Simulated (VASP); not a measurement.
Here is a VASP 6.6.1 calculation.

File INCAR:

```
ALGO = Normal
EDIFF = 1E-6
ENCUT = 520
GGA = PE
ISIF = 2
ISMEAR = 0
LASPH = T
LCHARG = F
LREAL = F
LWAVE = F
NBANDS = 46
NELM = 80
PREC = Accurate
SIGMA = 0.05
```

KPOINTS

```
k-points
0
Gamma
  8 6 6
```

POSCAR

```
GaN
1.0
   -3.2185392732      0.0000000000      0.0000000000
    0.0000000000      0.0000000000     -5.2433778863
    0.0000000001     -5.5746735474      0.0000000000
Ga N
4 4
Direct
    0.5000000000      0.0018867091      0.1747084026
    0.0000000000     -0.0046657189      0.6586282602
    0.0000000000      0.4953342811      0.3413717398
    0.5000000000      0.5018867091      0.8252915974
    0.5000000000      0.6339289427      0.1680363519
    0.0000000000      0.6367726175      0.6653180834
    0.0000000000      0.1367726175      0.3346819166
    0.5000000000      0.1339289427      0.8319636481
```

Potentials or basis: VASP PAW PBE potentials, release 64 (Ga_d, N).

Launch:

```console
$ cat potpaw_PBE.64/Ga_d/POTCAR potpaw_PBE.64/N/POTCAR > POTCAR
$ mpirun -np 1 vasp_std > vasp.out
```

Q: Estimate the band gap on the k mesh.

A: 1.59 eV.

Q: Predict the pressure.

A: 0.8 GPa.

Q: Predict the largest force.

A: 1.703 eV/Å.

Forces on the atoms (eV/Å):
```
Ga   0.000  0.931 -0.388
Ga   0.000 -0.969 -1.400
Ga   0.000  0.969 -1.400
Ga   0.000 -0.931 -0.388
N    0.000 -0.028  0.741
N    0.000 -0.049  1.048
N    0.000  0.049  1.048
N    0.000  0.028  0.741
```

Caveat: the cell differs from its parent crystal (mode 11 frozen in at -0.048 Å and mode 13 at -0.059 Å (largest displacements)); forces of over 1 eV/Å act on the atoms, so gaps and moduli don't describe the material at rest.
